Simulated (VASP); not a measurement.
Input of a VASP 6.6.1 run:

The input POSCAR:

```
SiNi2
1.0
    3.7430047480      0.0000000000      0.0000000000
   -1.8715023740      3.2415371982      0.0000000000
    0.0000000000      0.0000000000      4.7321038473
Si Ni
2 4
Direct
    0.3333333333      0.6666666667      0.7500000000
    0.6666666667      0.3333333333      0.2500000000
    0.0000000000      0.0000000000      0.0000000000
    0.0000000000      0.0000000000      0.5000000000
    0.3333333333      0.6666666667      0.2500000000
    0.6666666667      0.3333333333      0.7500000000
```

File INCAR.step1:

```
SYSTEM = SiNi2
PREC = Accurate ; ENCUT = 600
ISMEAR = 0 ; SIGMA = 0.1
LREAL = .False. ; LASPH = .True.
NELM = 100 ; GGA = PE
ALGO = Normal ; EDIFF = 1E-4
LWAVE = .True. ; LCHARG = .False.
```

The input INCAR.step2:

```
SYSTEM = SiNi2
PREC = Accurate ; ENCUT = 600
EDIFF = 1E-6 ; ISMEAR = 0
SIGMA = 0.1 ; LREAL = .False.
LASPH = .True. ; NELM = 100
ALGO = Normal ; ISIF = 3
LWAVE = .False. ; LCHARG = .False.
METAGGA = R2SCAN ; LMIXTAU = .True.
IBRION = 2 ; NSW = 70
EDIFFG = -0.008 ; PSTRESS = 300.0
ISTART = 1
```

Contents of KPOINTS:

```
Automatic mesh
0
Gamma
  12 12 8
  0 0 0
```

Potentials or basis: VASP PAW PBE potentials, release 64 (Si, Ni).

Run with:

```console
$ cat potpaw_PBE.64/Si/POTCAR potpaw_PBE.64/Ni/POTCAR > POTCAR
$ cp INCAR.step1 INCAR
$ mpirun -np 1 vasp_std > vasp.out
$ cp INCAR.step2 INCAR
$ mpirun -np 1 vasp_std > vasp.out
```

Q: Estimate the relaxed volume.

A: 9.60 Å³/atom.

Q: Estimate the relaxed cell.

A: a = 3.753 Å, b = 3.753 Å, c = 4.721 Å, α = 90.00°, β = 90.00°, γ = 120.00°.

Q: Estimate the band gap on the k mesh.

A: Zero (bands 24 and 25 overlap by 4.03 eV).

Q: What does it give for the space group after relaxing (to 0.1 Å)?

A: P6_3/mmc (No. 194).

Final structure:
```xyz
6
Lattice="3.7529 0.0000 0.0000 -1.8764 3.2501 0.0000 0.0000 0.0000 4.7214" Properties=species:S:1:pos:R:3 pbc="T T T"
Si    0.0000    2.1667    3.5411
Si    1.8764    1.0834    1.1804
Ni    0.0000    0.0000    0.0000
Ni    0.0000    0.0000    2.3607
Ni    0.0000    2.1667    1.1804
Ni    1.8764    1.0834    3.5411
```

Caveat: the cell is relaxed towards a set pressure, so the run minimises the enthalpy, not the energy; the PAW data sets were made with another functional, which shifts forces and pressure a little. Spin polarisation is off, so any magnetic state and its effect on volume and gap are missing.
